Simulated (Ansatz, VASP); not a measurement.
# One calculation of PbS, two programs

INCAR

```
SYSTEM = PbS
PREC = Accurate
ENCUT = 520
EDIFF = 1E-8
ISMEAR = -1
SIGMA = 0.01
LREAL = .FALSE.
LASPH = .TRUE.
NELM = 100
ALGO = Normal
ISIF = 2
LWAVE = .FALSE.
LCHARG = .FALSE.
GGA = PS
LEFG = .TRUE.
NBANDS = 28
```

The input KPOINTS:

```
Automatic mesh
0
G
  7 7 3
  0 0 0
```

POSCAR

```
PbS
1.0
    3.0287150000     -2.9870000000      0.0000000000
    3.0287150000      2.9870000000      0.0000000000
   -1.1124515000      0.0000000000     11.7092900000
Pb S
2 2
Direct
    0.7756000000      0.7756000000      0.6363800000
    0.2244000000      0.2244000000      0.3636200000
    0.2684000000      0.2684000000      0.5986000000
    0.7316000000      0.7316000000      0.4014000000
```

Input for Ansatz:

```yaml
crystal:
  lattice:
    - [3.028715, -2.987, 0.0]
    - [3.028715, 2.987, 0.0]
    - [-1.1124515, 0.0, 11.70929]
  atoms:
    - { symbol: Pb, position: [0.7756, 0.7756, 0.63638] }
    - { symbol: Pb, position: [0.2244, 0.2244, 0.36362] }
    - { symbol: S, position: [0.2684, 0.2684, 0.5986] }
    - { symbol: S, position: [0.7316, 0.7316, 0.4014] }
kpoints:
  mp_grid: { grid: [7, 7, 3] }
scf:
  occupations: { method: fermi_dirac, width: 0.01 }
hamiltonian:
  xc: pbesol
  pseudopotentials: { kind: all_electron, datasets: crystal }
output:
  forces: true
  stress: true
  eigenvalues: true
  efg: { contact_densities: true }
```

Change from the starting cell: equal xx and yy strain of +3 %, crystal datasets.

Alike in both runs: task electric field gradients; functional PBEsol; k mesh 7 × 7 × 3; occupations fermi-dirac, width 0.01 eV; no spin polarisation.

|  | VASP | Ansatz |
| --- | --- | --- |
| version | VASP 6.6.1 | Ansatz 0.2.0 |
| potentials or method | VASP PAW PBE potentials, release 64 (Pb_d, S), cutoff 520 eV | all-electron PAW with datasets made for the slab, scalar-relativistic |

```tsv
	VASP	Ansatz	Ansatz less VASP
gap on the k mesh at the Fermi level (eV)	1.55	1.56	+0.003
rms of the force components (eV/Å)	0.390	0.390	-0.0001
size of Vzz on the site where it differs most (V/Å²)	212.4	209.3	-3.08
```

VASP's potentials were made for PBE, not for PBEsol. Atom by atom the forces differ by 0.001 eV/Å (rms over components). Ansatz ran all-electron here, and VASP with PAW potentials.

Neither program's run includes spin-orbit coupling.
